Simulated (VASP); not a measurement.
Runs of VASP 6.6.1 on HfO2. The cell holds an amorphous packing of atoms, 15 atoms: a = 5.863 Å, b = 5.416 Å, c = 5.761 Å, α = 90.41°, β = 93.48°, γ = 87.37°. 

```tsv
smearing	gap on the mesh (eV)	pressure (GPa)	largest force (eV/Å)
fermi-dirac 0.05 eV	3.63	21.8	2.67
fermi-dirac 0.1034 eV	2.55	(d)	3.72
fermi-dirac 0.1861 eV	(c)	9.1	4.37
fermi-dirac 0.2585 eV	(a)	7.5	(b)
```

Alike in all rows: task single point; level PBE; potentials or basis VASP PAW PBE potentials, release 64 (Hf_pv, O); no spin polarisation; cell as given; k mesh 1 × 1 × 1; cutoff (eV) 520.

Question: Fill in the values left out.

Answer: (a) 1.75; (b) 5.97; (c) 2.93; (d) 8.9.

Caveats: all runs use coarse meshes; spin-orbit coupling is left out, which moves the levels of the heavy elements.

A k mesh can miss the band edges, and the runs leave out spin-orbit coupling on Hf.
